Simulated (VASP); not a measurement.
Al3B2W:

```xyz
6
Lattice="3.7203 0.0000 0.0000 -1.8601 3.2218 0.0000 0.0000 0.0000 7.1009" Properties=species:S:1:pos:R:3 pbc="T T T"
Al    0.0000    0.0000    3.5504
Al    0.0000    0.0000    1.7717
Al    0.0000    0.0000    5.3292
B     0.0000    2.1479    3.9603
B     1.8601    1.0739    3.1406
W     0.0000    0.0000    0.0000
```

The cell was generated, and may not be a known phase.

* Program: VASP 6.6.1
* Task: relaxation of cell and atoms
* Functional: PBE
* Potentials or basis: VASP PAW PBE potentials, release 64 (Al, B, W_sv)
* Cutoff: 500 eV
* k mesh: 5 × 5 × 3
* Occupations: gaussian, width 0.2 eV
* Spin: no spin polarisation

At the start: pressure 76.1 GPa; volume 14.19 Å³/atom.

Q: Where does the relaxation end?

A: Over 21 steps the energy falls by 4253.9 meV/atom and the volume is 13.20 Å³/atom (-6.9 %); space group P-3m1 (No. 164, to 0.1 Å) before and after.

The path:
| step | energy change (eV) | largest force (eV/Å) | pressure (GPa) | volume (Å³) |
| --- | --- | --- | --- | --- |
| 1 | 0.0000 | 6.5678 | 76.05 | 85.11 |
| 2 | -15.3186 | 1.0667 | -18.10 | 154.54 |
| 3 | -19.3691 | 2.6064 | -11.56 | 119.30 |
| 4 | -19.3738 | 2.7503 | -11.22 | 118.67 |
| 5 | -21.3119 | 1.9529 | -6.55 | 100.46 |
| 6 | -21.4885 | 2.6880 | -1.83 | 94.23 |
| 7 | -22.3758 | 2.7182 | 2.59 | 87.54 |
| 8 | -22.7818 | 2.6106 | 14.96 | 78.71 |
| 9 | -23.1152 | 2.4959 | 14.47 | 78.33 |
| 10 | -23.6834 | 0.4125 | 14.17 | 77.18 |
| 11 | -24.3383 | 0.2538 | 7.13 | 79.49 |
| 12 | -25.0511 | 1.1665 | -7.25 | 86.31 |
| 13 | -25.0665 | 1.0230 | -6.00 | 85.51 |
| 14 | -25.2279 | 0.9139 | -5.04 | 84.09 |
| 15 | -25.4297 | 0.9525 | -1.92 | 80.78 |
| 16 | -25.4353 | 0.9348 | -0.96 | 80.01 |
| 17 | -25.4937 | 0.5457 | 0.06 | 79.19 |
| 18 | -25.5082 | 0.2921 | 1.09 | 78.52 |
| 19 | -25.5164 | 0.2475 | 0.15 | 78.99 |
| 20 | -25.5194 | 0.2035 | -0.78 | 79.47 |
| 21 | -25.5235 | 0.0755 | -0.36 | 79.21 |

Final structure:
```cif
data_structure
_symmetry_space_group_name_H-M 'P 1'
_symmetry_Int_Tables_number 1
_cell_length_a 2.8579
_cell_length_b 2.8579
_cell_length_c 11.1983
_cell_angle_alpha 90.000
_cell_angle_beta 90.000
_cell_angle_gamma 120.000
_cell_volume 79.21
loop_
_atom_site_label
_atom_site_type_symbol
_atom_site_fract_x
_atom_site_fract_y
_atom_site_fract_z
_atom_site_occupancy
Al1 Al 0.00000 0.00000 0.50000 1
Al2 Al 0.00000 0.00000 0.23475 1
Al3 Al 0.00000 0.00000 0.76525 1
B1 B 0.33333 0.66667 0.63722 1
B2 B 0.66667 0.33333 0.36278 1
W1 W 0.00000 0.00000 0.00000 1
```

Caveat: the k points lie up to 0.51 Å⁻¹ apart in the final cell, too coarse for converged energies and pressures of a metal; a cell axis changed by over 15 % at a fixed basis, so the end point is rough; the relaxation stopped at a loose force limit of 0.08 eV/Å, so its end isn't a converged minimum.
